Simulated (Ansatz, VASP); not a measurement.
# Two plane-wave programs on ZrO2

```
Zr O
1.0
     0.00000    2.56529    2.56529
     2.56529    0.00000    2.56529
     2.56529    2.56529    0.00000
Zr O
1 2
Direct
  0.00000 0.00000 0.00000
  0.25000 0.25000 0.25000
  0.75000 0.75000 0.75000
```

Alike in both runs: task single point; functional PBE; k mesh 8 × 8 × 8; occupations gaussian, width 0.02 eV; no spin polarisation.

|  | VASP | Ansatz |
| --- | --- | --- |
| version | VASP 6.6.1 | Ansatz 0.2.0 |
| potentials or method | VASP PAW PBE potentials, release 64 (Zr_sv, O), cutoff 600 eV | scalar-relativistic, plane waves, PAW |
| valence electrons in the cell | 24 | 24 |

Ansatz gave:

```
gap on the k mesh at the Fermi level (eV) : 3.29
least direct gap on the mesh (eV)         : 3.72
pressure (GPa)                            : -2.0
```

Task: Which values does VASP return?

Result: gap on the k mesh at the Fermi level (eV): 3.29; least direct gap on the mesh (eV): 3.71; pressure (GPa): -1.9.
